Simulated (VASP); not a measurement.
# Cr (Fm-3m) in VASP: notebook

Cr is run at these levels: BLYP; tasks: single point.

All numbers are computed with VASP 6.6.1; they aren't measurements. Logs are shortened: lines on timing, memory, paths and dates and some standing lists are left out, and cuts for length are marked.

### 1 The cell of the first run

Symmetry: Fm-3m, No. 225, cubic system. The conventional cell has a = 3.562 Å, b = 3.562 Å, c = 3.562 Å, α = 90.00°, β = 90.00°, γ = 90.00°. Cr (site symmetry m-3m) has 12 Cr at 2.52 Å within 3.3 Å.

### 2 Single point, BLYP (volume scaled by 0.92)

INCAR reads:

```
AGGAC = 1.0
AGGAX = 1.0
ALDAC = 0.0
ALDAX = 1.0
ALGO = Normal
EDIFF = 1E-6
ENCUT = 520
GGA = B5
ISIF = 2
ISMEAR = -1
LASPH = T
LCHARG = F
LREAL = F
LWAVE = F
NBANDS = 12
NELM = 60
PREC = Accurate
SIGMA = 0.1
```

KPOINTS reads:

```
k-points
0
Gamma
  17 17 17
```

POSCAR reads:

```
Cr
1.0
    0.0000000000      1.7812269998      1.7812269998
    1.7812269998      0.0000000000      1.7812269998
    1.7812269998      1.7812269998      0.0000000000
Cr
1
Direct
    0.0000000000      0.0000000000      0.0000000000
```

Potentials or basis: VASP PAW PBE potentials, release 64 (Cr_pv).

The run is started by

```console
$ cat potpaw_PBE.64/Cr_pv/POTCAR > POTCAR
$ mpirun -np 1 vasp_std > vasp.out
```

OUTCAR:

```text
EDIFF = 1E-6
   ENCUT = 520
   GGA = B5
   ISIF = 2
   ISMEAR = -1
   LASPH = T
   LREAL = F
   NELM = 60
   PREC = Accurate

 ion  position               nearest neighbor table
   1  0.000  0.000  0.000-

  LATTYP: Found a face centered cubic cell.
 ALAT       =     3.5624539996

  Lattice vectors:

 A1 = (   0.0000000000,   1.7812269998,   1.7812269998)
 A2 = (   1.7812269998,   0.0000000000,   1.7812269998)
 A3 = (   1.7812269998,   1.7812269998,   0.0000000000)

Analysis of symmetry for initial positions (statically):
=====================================================================
 Subroutine PRICEL returns:
 Original cell was already a primitive cell.

 Routine SETGRP: Setting up the symmetry group for a
 face centered cubic supercell.

 Subroutine GETGRP returns: Found 48 space group operations
 (whereof 48 operations were pure point group operations)
 out of a pool of 48 trial point group operations.

The static configuration has the point symmetry O_h .

Analysis of symmetry for dynamics (positions and initial velocities):
=====================================================================
 Subroutine PRICEL returns:
 Original cell was already a primitive cell.

 Routine SETGRP: Setting up the symmetry group for a
 face centered cubic supercell.

 Subroutine GETGRP returns: Found 48 space group operations
 (whereof 48 operations were pure point group operations)
 out of a pool of 48 trial point group operations.

The dynamic configuration has the point symmetry O_h .

 Subroutine INISYM returns: Found 48 space group operations
 (whereof 48 operations are pure point group operations),
 and found     1 'primitive' translations

----------------------------------------------------------------------------------------

                                     Primitive cell

  volume of cell :      11.3028

  direct lattice vectors                    reciprocal lattice vectors
     0.000000000  1.781227000  1.781227000    -0.280705379  0.280705379  0.280705379
     1.781227000  0.000000000  1.781227000     0.280705379 -0.280705379  0.280705379
     1.781227000  1.781227000  0.000000000     0.280705379  0.280705379 -0.280705379

  length of vectors
     2.519035381  2.519035381  2.519035381     0.486195978  0.486195978  0.486195978

  position of ions in fractional coordinates (direct lattice)
     0.000000000  0.000000000  0.000000000

  ion indices of the primitive-cell ions
   primitive index   ion index
                 1           1

----------------------------------------------------------------------------------------

 KPOINTS: k-points

Automatic generation of k-mesh.
 Grid dimensions read from file:
 generate k-points for:   17   17   17

 Generating k-lattice:

  Cartesian coordinates                     Fractional coordinates (reciprocal lattice)
    -0.016512081  0.016512081  0.016512081     0.058823529  0.000000000  0.000000000
     0.016512081 -0.016512081  0.016512081     0.000000000  0.058823529  0.000000000
     0.016512081  0.016512081 -0.016512081     0.000000000  0.000000000  0.058823529

  Length of vectors
     0.028599763  0.028599763  0.028599763

  Shift w.r.t. Gamma in fractional coordinates (k-lattice)
     0.000000000  0.000000000  0.000000000

 Subroutine IBZKPT returns following result:
 ===========================================

 Found    165 irreducible k-points:

 Following reciprocal coordinates:
            Coordinates               Weight
  0.000000  0.000000  0.000000      1.000000
  0.058824  0.000000  0.000000      8.000000
  0.117647  0.000000  0.000000      8.000000
  0.176471  0.000000  0.000000      8.000000
  0.235294  0.000000  0.000000      8.000000
  0.294118  0.000000  0.000000      8.000000
[... 16 lines left out ...]
 -0.176471  0.058824  0.000000     24.000000
 -0.117647  0.058824  0.000000     24.000000
 [... further k-points ...]
   k-points           NKPTS =    165   k-points in BZ     NKDIM =    165   number of bands    NBANDS=     12
   number of dos      NEDOS =    301   number of ions     NIONS =      1
   total plane-waves  NPLWV =   8000
   dimension x,y,z NGX =    20 NGY =   20 NGZ =   20
   dimension x,y,z NGXF=    40 NGYF=   40 NGZF=   40
   ions per type =               1
   NGX,Y,Z   is equivalent  to a cutoff of  13.20, 13.20, 13.20 a.u.
   NGXF,Y,Z  is equivalent  to a cutoff of  26.40, 26.40, 26.40 a.u.
 SYSTEM =  unknown system
   PREC   = accura    normal or accurate (medium, high low for compatibility)
   ISTART =      0    job   : 0-new  1-cont  2-samecut
   ICHARG =      2    charge: 1-file 2-atom 10-const
   ISPIN  =      1    spin polarized calculation?
   LNONCOLLINEAR =      F non collinear calculations
   LSORBIT =      F    spin-orbit coupling
   LASPH  =      T    aspherical Exc in radial PAW
   ENCUT  =  520.0 eV  38.22 Ry    6.18 a.u.   4.68  4.68  4.68*2*pi/ulx,y,z
   NELM   =     60;   NELMIN=  2; NELMDL= -5     # of ELM steps
   EDIFF  = 0.1E-05   stopping-criterion for ELM
   LREAL  =      F    real-space projection
   EDIFFG = 0.1E-04   stopping-criterion for IOM
   NSW    =      0    number of steps for IOM
   IBRION =     -1    ionic relax: 0-MD 1-quasi-New 2-CG
   NFREE  =      0    steps in history (QN), initial steepest desc. (CG)
   ISIF   =      2    stress and relaxation
   ISYM   =      2    0-nonsym 1-usesym 2-fastsym
   POTIM  = 0.5000    time-step for ionic-motion
   TEBEG  =    0.0;   TEEND  =   0.0 temperature during run
   PSTRESS=    0.0 pullay stress
   NELECT =      12.0000    total number of electrons
   NUPDOWN=      -1.0000    fix difference up-down
   EMIN   =  10.00;   EMAX   =-10.00  energy-range for DOS
   EFERMI =   0.00;   METHOD = LEGACY
   ISMEAR =    -1;   SIGMA  =   0.10  broadening in eV -4-tet -1-fermi 0-gaus
   EFERMI_NEDOS =   21; number of points for ismear=-14 and -15
   IALGO  =     38    algorithm
   IMIX   =      4    mixing-type and parameters
     AMIX     =   0.40;   BMIX     =  1.00
     AMIX_MAG =   1.60;   BMIX_MAG =  1.00
  volume/ion in A,a.u.               =      11.30        76.28
  Fermi-wavevector in a.u.,A,eV,Ry     =   1.670088  3.156008 37.949280  2.789193
  Thomas-Fermi vector in A             =   2.755647
   LORBIT       =      0    0 simple, 1 ext, 2 COOP (PROOUT), +10 PAW based schemes
   GGA     = B5    functional components
   LHFCALC =     F    Hartree Fock is set to
   AEXX    =    0.0000 exact exchange contribution
   IVDW    =     0    specifies the selected vdW correction
   LEPSILON=     F    determine dielectric tensor
   LRPA    =     F    only Hartree local field effects (RPA)
 non-spin polarized calculation
  energy-cutoff  :      520.00
  volume of cell :       11.30
 maximum number of plane-waves:       316
   NGX =  9   NGY =  9   NGZ =  9

 number of electron      12.0000000 magnetization

 Free energy of the ion-electron system (eV)
  ---------------------------------------------------
  ext. energy  EPLUGINS =         0.00000000
  ---------------------------------------------------
  free energy    TOTEN  =        -7.92565108 eV

  energy without entropy =       -7.87114520  energy(sigma->0) =       -7.89839814

 E-fermi :  11.5192     XC(G=0): -13.2031

 val. band max:       11.5183780841   @ k =   0.2353   0.1765   0.0588
 cond. band min:      11.5256388858   @ k =   0.2353   0.1176   0.0588
 fundamental gap:      0.0072608017
 Fermi energy:        11.5192076768

 k-point     1 :       0.0000    0.0000    0.0000
  band No.  band energies     occupation
      1     -30.6237      2.00000
      2     -30.6237      2.00000
      3     -30.6237      2.00000
      4       4.0615      2.00000
      5      11.0015      1.98877
      6      11.0015      1.98877
      7      11.0015      1.98877
      8      12.9134      0.00000
      9      12.9134      0.00000
     10      18.7883      0.00000
     11      31.8302      0.00000
     12      37.7573      0.00000

 k-point     2 :       0.0588    0.0000    0.0000
  band No.  band energies     occupation
      1     -30.6589      2.00000
      2     -30.6281      2.00000
      3     -30.6281      2.00000
      4       4.2090      2.00000
      5      10.9313      1.99442
      6      11.0516      1.98153
      7      11.0516      1.98153
      8      12.8850      0.00000
      9      12.8850      0.00000
     10      18.7882      0.00000
     11      31.9050      0.00000
     12      36.5408      0.00000

 k-point     3 :       0.1176    0.0000    0.0000
  band No.  band energies     occupation
      1     -30.7591      2.00000
      2     -30.6405      2.00000
      3     -30.6405      2.00000
      4       4.6368      2.00000
      5      10.7465      1.99912
      6      11.1794      1.93528
      7      11.1794      1.93528
      8      12.8254      0.00000
      9      12.8254      0.00000
     10      18.7882      0.00000
     11      31.9210      0.00000
     12      34.4970      0.00000
[... 286 lines left out ...]
 k-point    23 :      -0.1765    0.0588    0.0000
  band No.  band energies     occupation
      1     -30.9750      2.00000
      2     -30.6993      2.00000
      3     -30.6568      2.00000
      4       5.6687      2.00000
      5      10.3753      1.99998
      6      11.3468      1.69719
      7      11.4091      1.50079
      8      12.5815      0.00005
      9      13.1075      0.00000
     10      18.7882      0.00000
     11      30.3555      0.00000
     12      32.8286      0.00000

 k-point    24 :      -0.1176    0.0588    0.0000
  band No.  band energies     occupation
      1     -30.8195      2.00000
      2     -30.6728      2.00000
      3     -30.6394      2.00000
      4       4.9570      2.00000
      5      10.5928      1.99981
      6      11.2742      1.84111
      7      11.2826      1.82843
      8      12.6239      0.00003
      9      12.9701      0.00000
     10      18.7882      0.00000
     11      31.8335      0.00000
     12      33.6471      0.00000

 [... further k-points ...]

------------------------ aborting loop because EDIFF is reached ----------------------------------------

  FORCE on cell =-STRESS in cart. coord.  units (eV):
  Direction    XX          YY          ZZ          XY          YZ          ZX
  --------------------------------------------------------------------------------------
  -------------------------------------------------------------------------------------
  Total        1.4980175      1.4980175      1.4980175     -0.0000000      0.0000000      0.0000000
  in kB      212.3438424    212.3438424    212.3438424     -0.0000000      0.0000000      0.0000000
  external PRESSURE =     212.3438424 kB  Pullay stress =       0.0000000 kB

 VOLUME and BASIS-vectors are now :
 -----------------------------------------------------------------------------
  energy-cutoff  :      520.00
  volume of cell :       11.30
      direct lattice vectors                 reciprocal lattice vectors
     0.000000000  1.781227000  1.781227000    -0.280705379  0.280705379  0.280705379
     1.781227000  0.000000000  1.781227000     0.280705379 -0.280705379  0.280705379
     1.781227000  1.781227000  0.000000000     0.280705379  0.280705379 -0.280705379

 POSITION                                       TOTAL-FORCE (eV/Angst)
 -----------------------------------------------------------------------------------
      0.00000      0.00000      0.00000        -0.000000     -0.000000      0.000000
 -----------------------------------------------------------------------------------
    total drift:                                0.000000      0.000000      0.000000

  FREE ENERGIE OF THE ION-ELECTRON SYSTEM (eV)
  ---------------------------------------------------
  free  energy   TOTEN  =        -7.9256510821 eV

  energy  without entropy=       -7.8711451971  energy(sigma->0) =       -7.89839814
```

Wall time 21 s (1 thread of Intel Xeon Platinum 8375C at 2.90GHz (Ice Lake), shared host); peak memory 0.14 GiB.

Results:

| Property | Result |
| --- | --- |
| Free energy | -7.9257 eV |
| Pressure | 21.2 GPa |
| Band gap on the k mesh | zero (band 6 reaches 14.16 eV, above the bottom of band 7 at 11.00 eV) |

Caveat: the cell differs from its parent crystal (volume scaled by 0.92); the PAW data sets were made with another functional, which shifts forces and pressure a little; the run has no spin polarisation, though such a crystal can be magnetic. Spin polarisation is off, so any magnetic state and its effect on volume and gap are missing.

### 3 Single point, BLYP

This run uses another cell than the first one, of 12.29 Å³/atom, 1.087 times its volume.

INCAR reads:

```
SYSTEM = Cr
PREC = Accurate
ENCUT = 520
EDIFF = 1E-6
ISMEAR = -1
SIGMA = 0.1
LREAL = .False.
LASPH = .True.
NELM = 80
ALGO = Normal
ISIF = 2
LWAVE = .False.
LCHARG = .True.
GGA = B5
ALDAX = 1.0
AGGAX = 1.0
AGGAC = 1.0
ALDAC = 0.0
LELF = .True.
LVHAR = .True.
NBANDS = 12
```

KPOINTS reads:

```
Automatic mesh
0
Gamma
  24 24 24
  0 0 0
```

POSCAR reads:

```
Cr
1.0
    0.0000000000      1.8314286076      1.8314286076
    1.8314286076      0.0000000000      1.8314286076
    1.8314286076      1.8314286076      0.0000000000
Cr
1
Direct
    0.0000000000      0.0000000000      0.0000000000
```

Potentials or basis: VASP PAW PBE potentials, release 64 (Cr_pv).

The run is started by

```console
$ cat potpaw_PBE.64/Cr_pv/POTCAR > POTCAR
$ mpirun -np 1 vasp_std > vasp.out
```

It took 45 s on 1 thread of Intel Xeon Platinum 8375C at 2.90GHz (Ice Lake), shared host; peak memory 0.17 GiB.

Results (log left out):

```
Free energy            : -7.9858 eV
Pressure               : -0.2 GPa
Band gap on the k mesh : zero (band 6 reaches 12.73 eV, above the bottom of band 7 at 9.91 eV)
```

Levels at points of the mesh, in eV from the Fermi level:
| k point | band 2 | band 3 | band 4 | band 5 | band 6 | band 7 | band 8 | band 9 | band 10 | band 11 |
| --- | --- | --- | --- | --- | --- | --- | --- | --- | --- | --- |
| (0.00, 0.00, 0.00) | -42.28 | -42.28 | -7.20 | -0.45 | -0.45 | -0.45 | 1.25 | 1.25 | 7.17 | 19.77 |
| (0.50, 0.00, 0.00) | -42.38 | -42.38 | -3.74 | -0.54 | -0.54 | 1.01 | 2.37 | 2.37 | 7.17 | 9.01 |
| (0.50, 0.50, 0.00) | -42.56 | -42.56 | -3.85 | -3.13 | 2.36 | 2.65 | 2.65 | 3.74 | 7.17 | 12.08 |

Caveat: the PAW data sets were made with another functional, which shifts forces and pressure a little; the run has no spin polarisation, though such a crystal can be magnetic. Spin polarisation is off, so any magnetic state and its effect on volume and gap are missing.
